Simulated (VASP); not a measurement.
# Ge32H20CO in VASP: a series of runs, part 2 of 3

VASP 6.6.1.

### Step 3. Single point, PBE+D3(BJ)

Contents of INCAR:

```
ALGO = Normal
EDIFF = 1E-6
ENCUT = 520
GGA = PE
ISIF = 2
ISMEAR = 0
IVDW = 12
LASPH = T
LCHARG = T
LELF = T
LREAL = Auto
LVHAR = T
LWAVE = F
NBANDS = 272
NELM = 60
PREC = Accurate
SIGMA = 0.03
```

Contents of KPOINTS:

```
k-points
0
Gamma
  1 1 1
```

Contents of POSCAR:

```
Ge32H20CO
1.0
    8.0016200000      8.0016200000      0.0000000000
   -8.0016200000      8.0016200000      0.0000000000
    0.0000000000      0.0000000000     20.9129000000
Ge H O C
32 20 1 1
Direct
   -0.3116586496      0.3077520161      0.3416030712
   -0.1801764951     -0.3065674542      0.3415755387
    0.0408471133     -0.0267407149      0.3831162926
    0.3184170152      0.1923894152      0.3412312402
   -0.0371062012     -0.4685568223      0.3828099683
    0.1888142378     -0.1901128117      0.3481117371
    0.4609976075      0.0297732182      0.3811249349
    0.5451280478     -0.5319877317      0.3820876137
   -0.1222411611      0.3839132240      0.3014686533
   -0.1073829644     -0.1141656831      0.3048915203
    0.1276947719      0.1177298963      0.3009759459
    0.3917272677      0.3853068827      0.3049127180
    0.1127761447     -0.3805849245      0.3052770512
    0.3744425549     -0.1149086788      0.2992901837
    0.6134202309      0.1154651977      0.3048068270
    0.6282638516     -0.3817100785      0.3014757988
    0.0011510767      0.2497223452      0.2346695243
    0.0012699054     -0.2521313678      0.2298950234
    0.2502901576      0.0002112338      0.2271705793
    0.5007780893      0.2483826748      0.2298315678
    0.2501951022     -0.4991264346      0.2363012798
    0.5004548026     -0.2500073733      0.2348726327
    0.7513417404     -0.0013606408      0.2356051177
    0.7502856973     -0.5004836783      0.2280879474
   -0.1250000000      0.1250000000      0.1644630000
   -0.1250000000     -0.3750000000      0.1644630000
    0.1250000000     -0.1250000000      0.1644630000
    0.3750000000      0.1250000000      0.1644630000
    0.1250000000     -0.6250000000      0.1644630000
    0.3750000000     -0.3750000000      0.1644630000
    0.6250000000     -0.1250000000      0.1644630000
    0.6250000000     -0.6250000000      0.1644630000
   -0.0489780000      0.0489780000      0.1195430000
   -0.2010220000      0.2010220000      0.1195430000
   -0.0489780000     -0.4510220000      0.1195430000
   -0.2010220000     -0.2989780000      0.1195430000
    0.2010220000     -0.2010220000      0.1195430000
    0.0489780000     -0.0489780000      0.1195430000
    0.4510220000      0.0489780000      0.1195430000
    0.2989780000      0.2010220000      0.1195430000
    0.2010220000     -0.7010220000      0.1195430000
    0.0489780000     -0.5489780000      0.1195430000
    0.4510220000     -0.4510220000      0.1195430000
    0.2989780000     -0.2989780000      0.1195430000
    0.7010220000     -0.2010220000      0.1195430000
    0.5489780000     -0.0489780000      0.1195430000
    0.7010220000     -0.7010220000      0.1195430000
    0.5489780000     -0.5489780000      0.1195430000
    0.3199168634     -0.1485918308      0.4470470846
    0.4170994199     -0.3133430074      0.4050220441
    0.2960414868     -0.3993153021      0.4349350889
    0.3943006331     -0.3273524742      0.4899861257
    0.2714278131     -0.2202555598      0.4427827273
    0.3508406646     -0.3211660983      0.4432597428
```

Potentials or basis: VASP PAW PBE potentials, release 64 (Ge_d, H, O, C).

Started as:

```sh
cat potpaw_PBE.64/Ge_d/POTCAR potpaw_PBE.64/H/POTCAR potpaw_PBE.64/O/POTCAR potpaw_PBE.64/C/POTCAR > POTCAR
mpirun -np 1 vasp_gam > vasp.out
```

OUTCAR:

```text
EDIFF = 1E-6
   ENCUT = 520
   GGA = PE
   ISIF = 2
   ISMEAR = 0
   IVDW = 12
   LASPH = T
   LREAL = Auto
   NELM = 60
   PREC = Accurate
 IVDW          = 12

 ion  position               nearest neighbor table
   1  0.688  0.308  0.342-   9 2.46  15 2.46   8 2.58
   2  0.820  0.693  0.342-  10 2.45  16 2.47   5 2.59
   3  0.041  0.973  0.383-  10 2.54  11 2.57   6 2.60
   4  0.318  0.192  0.341-  12 2.46  11 2.47   7 2.59
   5  0.963  0.531  0.383-  13 2.55   9 2.57   2 2.59
   6  0.189  0.810  0.348-  53 2.22  14 2.49  13 2.49   3 2.60
   7  0.461  0.030  0.381-  15 2.54  14 2.56   4 2.59
   8  0.545  0.468  0.382-  12 2.55  16 2.57   1 2.58
   9  0.878  0.384  0.301-   1 2.46  24 2.48  17 2.49   5 2.57
  10  0.893  0.886  0.305-   2 2.45  23 2.51  18 2.53   3 2.54
  11  0.128  0.118  0.301-  19 2.46   4 2.47  17 2.49   3 2.57
  12  0.392  0.385  0.305-   4 2.46  21 2.52  20 2.53   8 2.55
  13  0.113  0.619  0.305-   6 2.49  18 2.49  21 2.51   5 2.55
  14  0.374  0.885  0.299-  19 2.44   6 2.49  22 2.49   7 2.56
[... 36 lines left out ...]
  51  0.296  0.601  0.435-  54 1.09
  52  0.394  0.673  0.490-  54 1.10
  53  0.271  0.780  0.443-  49 0.98  54 1.45   6 2.22
  54  0.351  0.679  0.443-  51 1.09  52 1.10  50 1.10  53 1.45

  LATTYP: Found a simple tetragonal cell.
 ALAT       =    11.3159995250
 C/A-ratio  =     1.8480824388

  Lattice vectors:

 A1 = (   8.0016200000,   8.0016200000,   0.0000000000)
 A2 = (  -8.0016200000,   8.0016200000,   0.0000000000)
 A3 = (   0.0000000000,   0.0000000000,  20.9129000000)

Analysis of symmetry for initial positions (statically):
=====================================================================
 Subroutine PRICEL returns:
 Original cell was already a primitive cell.

 Routine SETGRP: Setting up the symmetry group for a
 simple tetragonal supercell.

 Subroutine GETGRP returns: Found  1 space group operations
 (whereof  1 operations were pure point group operations)
 out of a pool of 16 trial point group operations.

The static configuration has the point symmetry C_1 .

Analysis of symmetry for dynamics (positions and initial velocities):
=====================================================================
 Subroutine PRICEL returns:
 Original cell was already a primitive cell.

 Routine SETGRP: Setting up the symmetry group for a
 simple tetragonal supercell.

 Subroutine GETGRP returns: Found  1 space group operations
 (whereof  1 operations were pure point group operations)
 out of a pool of 16 trial point group operations.

The dynamic configuration has the point symmetry C_1 .

 Subroutine INISYM returns: Found  1 space group operations
 (whereof  1 operations are pure point group operations),
 and found     1 'primitive' translations

----------------------------------------------------------------------------------------

                                     Primitive cell

  volume of cell :    2677.9354

  direct lattice vectors                    reciprocal lattice vectors
     8.001620000  8.001620000  0.000000000     0.062487346  0.062487346  0.000000000
    -8.001620000  8.001620000  0.000000000    -0.062487346  0.062487346  0.000000000
     0.000000000  0.000000000 20.912900000     0.000000000  0.000000000  0.047817376
[... 139 lines left out ...]
 ===========================================

 Found      1 irreducible k-points:

 Following reciprocal coordinates:
            Coordinates               Weight
  0.000000  0.000000  0.000000      1.000000
   k-points           NKPTS =      1   k-points in BZ     NKDIM =      1   number of bands    NBANDS=    272
   number of dos      NEDOS =    301   number of ions     NIONS =     54
   total plane-waves  NPLWV = ******
   dimension x,y,z NGX =    84 NGY =   84 NGZ =  160
   dimension x,y,z NGXF=   168 NGYF=  168 NGZF=  320
   ions per type =              32  20   1   1
   NGX,Y,Z   is equivalent  to a cutoff of  12.34, 12.34, 12.72 a.u.
   NGXF,Y,Z  is equivalent  to a cutoff of  24.68, 24.68, 25.44 a.u.
 SYSTEM =  unknown system
   PREC   = accura    normal or accurate (medium, high low for compatibility)
   ISTART =      0    job   : 0-new  1-cont  2-samecut
   ICHARG =      2    charge: 1-file 2-atom 10-const
   ISPIN  =      1    spin polarized calculation?
   LNONCOLLINEAR =      F non collinear calculations
   LSORBIT =      F    spin-orbit coupling
   LASPH  =      T    aspherical Exc in radial PAW
   ENCUT  =  520.0 eV  38.22 Ry    6.18 a.u.  21.04 21.04 38.88*2*pi/ulx,y,z
   NELM   =     60;   NELMIN=  2; NELMDL= -5     # of ELM steps
   EDIFF  = 0.1E-05   stopping-criterion for ELM
   LREAL  =      T    real-space projection
   EDIFFG = 0.1E-04   stopping-criterion for IOM
   NSW    =      0    number of steps for IOM
   IBRION =     -1    ionic relax: 0-MD 1-quasi-New 2-CG
   NFREE  =      0    steps in history (QN), initial steepest desc. (CG)
   ISIF   =      2    stress and relaxation
   ISYM   =      2    0-nonsym 1-usesym 2-fastsym
   POTIM  = 0.5000    time-step for ionic-motion
   TEBEG  =    0.0;   TEEND  =   0.0 temperature during run
   PSTRESS=    0.0 pullay stress
   NELECT =     478.0000    total number of electrons
   NUPDOWN=      -1.0000    fix difference up-down
   EMIN   =  10.00;   EMAX   =-10.00  energy-range for DOS
   EFERMI =   0.00;   METHOD = LEGACY
   ISMEAR =     0;   SIGMA  =   0.03  broadening in eV -4-tet -1-fermi 0-gaus
   EFERMI_NEDOS =   21; number of points for ismear=-14 and -15
   IALGO  =     38    algorithm
   IMIX   =      4    mixing-type and parameters
     AMIX     =   0.40;   BMIX     =  1.00
     AMIX_MAG =   1.60;   BMIX_MAG =  1.00
  volume/ion in A,a.u.               =      49.59       334.66
  Fermi-wavevector in a.u.,A,eV,Ry     =   0.921759  1.741872 11.560052  0.849640
  Thomas-Fermi vector in A             =   2.047211
   LORBIT       =      0    0 simple, 1 ext, 2 COOP (PROOUT), +10 PAW based schemes
   GGA     = PE    functional components
   LHFCALC =     F    Hartree Fock is set to
   AEXX    =    0.0000 exact exchange contribution
   IVDW    =    12    specifies the selected vdW correction
   LEPSILON=     F    determine dielectric tensor
   LRPA    =     F    only Hartree local field effects (RPA)
 non-spin polarized calculation
 Gauss-broadening in eV      SIGMA  =   0.03
  energy-cutoff  :      520.00
  volume of cell :     2677.94
 maximum number of plane-waves:     35941
   NGX = 43   NGY = 43   NGZ = 77

 number of electron     477.9999647 magnetization

 Free energy of the ion-electron system (eV)
  ---------------------------------------------------
  ext. energy  EPLUGINS =         0.00000000
  ---------------------------------------------------
  free energy    TOTEN  =      -215.75713257 eV

  energy without entropy =     -215.75713257  energy(sigma->0) =     -215.75713257

 E-fermi :  -1.9281     XC(G=0):  -3.7407

 val. band max:       -2.0913422688   @ k =   0.0000   0.0000   0.0000
 cond. band min:      -1.5582670905   @ k =   0.0000   0.0000   0.0000
 fundamental gap:      0.5330751784
 Fermi energy:        -1.9280582604

 k-point     1 :       0.0000    0.0000    0.0000
  band No.  band energies     occupation
      1     -26.5606      2.00000
      2     -26.5359      2.00000
      3     -26.5197      2.00000
      4     -26.4993      2.00000
      5     -26.4954      2.00000
      6     -26.4808      2.00000
[... 243 lines left out ...]
    250       0.2652      0.00000
    251       0.5122      0.00000
 [bands above 251 left out]

------------------------ aborting loop because EDIFF is reached ----------------------------------------

 Edisp (eV)   -7.22811

 E8    (eV) :    -3.1872

  FORCE on cell =-STRESS in cart. coord.  units (eV):
  Direction    XX          YY          ZZ          XY          YZ          ZX
  --------------------------------------------------------------------------------------
  -------------------------------------------------------------------------------------
  Total      13.37527     4.47475    -0.51039    -1.76676    -0.08177    -0.04503
  in kB       8.00227     2.67719    -0.30536    -1.05703    -0.04892    -0.02694
  external pressure =        3.46 kB  Pullay stress =        0.00 kB

 VOLUME and BASIS-vectors are now :
 -----------------------------------------------------------------------------
  energy-cutoff  :      520.00
  volume of cell :     2677.94
      direct lattice vectors                 reciprocal lattice vectors
     8.001620000  8.001620000  0.000000000     0.062487346  0.062487346  0.000000000
    -8.001620000  8.001620000  0.000000000    -0.062487346  0.062487346  0.000000000
     0.000000000  0.000000000 20.912900000     0.000000000  0.000000000  0.047817376

 POSITION                                       TOTAL-FORCE (eV/Angst)
 -----------------------------------------------------------------------------------
      3.04533      7.97036      7.14391         0.000031     -0.005044     -0.000093
      1.01133     12.10850      7.14334        -0.002871     -0.003764     -0.001195
     -7.46081      8.11449      8.01207        -0.003483     -0.002051      0.007212
      1.00842      4.08728      7.13613        -0.004548     -0.003522      0.000230
      3.45230     11.95712      8.00567        -0.000747     -0.000160      0.007485
     -4.96959      7.99123      7.28003        -0.006677     -0.008220      0.000294
[... 46 lines left out ...]
     -4.06736      8.41108      9.25987        -0.068946     -0.050848     -0.024962
     -2.62448      8.23906      9.26985         0.110681     -0.033214      0.003049
 -----------------------------------------------------------------------------------
    total drift:                                0.009589     -0.008077      0.018369

  FREE ENERGIE OF THE ION-ELECTRON SYSTEM (eV)
  ---------------------------------------------------
  free  energy   TOTEN  =      -222.9852471237 eV

  energy  without entropy=     -222.9852471237  energy(sigma->0) =     -222.98524712
```

Wall time 31 min (1 thread of Intel Xeon Platinum 8259CL at 2.50GHz (Skylake/Cascade Lake), shared host); peak memory 1.9 GiB.

What came out:

* Free energy: -222.9852 eV
* Largest force: 0.627 eV/Å
* Dispersion energy per atom: -0.134 eV

Forces in eV/Å, atoms in the order of the input:
```
Ge   0.000 -0.005  0.000
Ge  -0.003 -0.004 -0.001
Ge  -0.003 -0.002  0.007
Ge  -0.005 -0.004  0.000
Ge  -0.001  0.000  0.007
Ge  -0.007 -0.008  0.000
Ge   0.001  0.002  0.006
Ge  -0.005  0.000  0.008
Ge  -0.001 -0.001 -0.005
Ge   0.002 -0.002  0.000
Ge  -0.001  0.001 -0.001
Ge   0.002 -0.004 -0.001
Ge  -0.001 -0.001 -0.001
Ge   0.001 -0.002  0.000
Ge   0.003  0.002  0.002
Ge   0.001  0.001 -0.002
Ge   0.002  0.001 -0.003
Ge   0.001  0.002 -0.005
Ge   0.003  0.001 -0.001
Ge   0.000  0.004 -0.007
Ge  -0.001  0.001  0.000
Ge   0.000  0.001 -0.004
Ge   0.004  0.000 -0.002
Ge   0.002  0.001 -0.005
Ge  -0.154  0.041  0.546
Ge   0.078  0.050 -0.518
Ge  -0.089 -0.132 -0.522
Ge   0.024  0.003 -0.626
Ge   0.145  0.030  0.564
Ge  -0.140  0.031  0.555
Ge   0.185 -0.009  0.528
Ge  -0.067 -0.081 -0.498
H    0.028 -0.029  0.008
H    0.093 -0.001  0.024
H   -0.054  0.036 -0.046
H    0.088  0.033  0.009
H   -0.085 -0.047 -0.008
H    0.049 -0.054 -0.049
H   -0.052  0.056 -0.045
H    0.096  0.088 -0.011
H   -0.080  0.032  0.025
H   -0.022  0.049  0.017
H    0.021 -0.027  0.013
H    0.082  0.000  0.022
H   -0.079  0.010  0.015
H   -0.028  0.031  0.028
H   -0.090 -0.050  0.004
H    0.051 -0.052 -0.022
H   -0.050  0.094  0.017
H    0.007  0.007 -0.013
H    0.002 -0.014  0.000
H    0.004  0.006  0.012
O   -0.069 -0.051 -0.025
C    0.111 -0.033  0.003
```

Caveat: the k points lie up to 0.56 Å⁻¹ apart; there is no dipole correction, which matters where the two faces differ.

(Part 2 of 3 ends here.)
